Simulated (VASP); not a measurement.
Write the native input for VASP 6.6.1 that does the following.

```yaml
Task: single point
Functional: PBE
Potentials_or_basis: VASP PAW PBE potentials, release 64 (N)
Cutoff: 520 eV
k_mesh: 1 × 1 × 1
Occupations: fermi-dirac, width 0.05 eV
Spin: no spin polarisation
Dipole_correction: no
Further_INCAR_settings: ALGO = Normal; EDIFF = 1e-06; NBANDS = 42
```

The structure of N lies in POSCAR:

```
N
1.0
    7.0338500000      0.0000000000      0.0000000000
    0.0000000000      7.0338500000      0.0000000000
    0.0000000000      0.0000000000      7.0338500000
N
12
Direct
    0.7481677886      1.2141714708      0.1092289429
    0.8519658508      1.1634737733      0.0018624224
    0.6227457225      0.3869573562      0.5226725051
    0.7503145504      0.4387355431      0.4609708765
   -0.0365944682      0.5507652281      0.8402795055
   -0.1106079885      0.6728747414      0.7686686523
    0.4048991662      1.0157737228      0.4232390512
    0.4189881786      0.8605386808      0.4040461483
    0.4906274658      0.8808120730      0.9310832617
    0.3395437776      0.9140371205      0.9118619248
    0.2206046475      0.3942790932      0.2763209338
    0.2728662112      0.4664301911      0.1478990880
```

The input as run:

INCAR

```
SYSTEM = N
PREC = Accurate ; ENCUT = 520
EDIFF = 1E-6 ; ISMEAR = -1
SIGMA = 0.05 ; LREAL = .False.
LASPH = .True. ; NELM = 100
ALGO = Normal ; ISIF = 2
LWAVE = .False. ; LCHARG = .False.
GGA = PE ; NBANDS = 42
```

KPOINTS

```
regular mesh
0
Gamma
  1 1 1
  0 0 0
```

Potentials or basis: VASP PAW PBE potentials, release 64 (N).

Run with:

```console
$ cat potpaw_PBE.64/N/POTCAR > POTCAR
$ mpirun -np 1 vasp_gam > vasp.out
```

Results of the run:

| Quantity | Value |
| --- | --- |
| Pressure | 2.8 GPa |
| Largest force | 9.556 eV/Å |

Caveat: the k points lie up to 0.89 Å⁻¹ apart; the standard files for N, O and F lose accuracy on very short bonds; the atoms stand as in a frame of molecular dynamics.

It took 21 s on 1 thread of Intel(R) Xeon(R) 6975P-C (Granite Rapids), with other jobs on the host, peak memory 0.34 GiB.
